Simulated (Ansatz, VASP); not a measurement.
**CuI: VASP beside Ansatz**

```xyz
2
Lattice="0.0000 3.0623 2.9709 3.0623 0.0000 2.9709 3.0623 3.0623 0.0000" Properties=species:S:1:pos:R:3 pbc="T T T"
Cu    4.5934    4.5934    4.4563
I     0.0000    0.0000    0.0000
```

Change from the starting cell: z stretched by -2 % at fixed volume, PAW files.

Alike in both runs: task electric field gradients; functional PBE; k mesh 9 × 9 × 9; occupations fermi-dirac, width 0.03 eV; no spin polarisation.

|  | VASP | Ansatz |
| --- | --- | --- |
| version | VASP 6.6.1 | Ansatz 0.2.0 |
| potentials or method | VASP PAW PBE potentials, release 64 (Cu, I) | PAW with Ansatz's default frozen-core files, scalar-relativistic |
| plane-wave cutoff (eV) | 520 | 420 |
| valence electrons in the cell | 18 | 36 |

|  | VASP | Ansatz | Ansatz less VASP |
| --- | --- | --- | --- |
| pressure (GPa) | 0.3 | 0.3 | -0.04 |
| traceless stress, the component that is largest in VASP (GPa) | 0.34 | 0.34 | +0.003 |
| size of Vzz on the site where it differs most (V/Å²) | 19.9 | 20.5 | +0.63 |

The functional is the same, so the differences come from potentials, cutoffs and numerics. VASP's potentials hold 18 valence electrons a cell and Ansatz's 36, so a difference there can come from the potentials and not from the codes.

Neither program's run includes spin-orbit coupling.
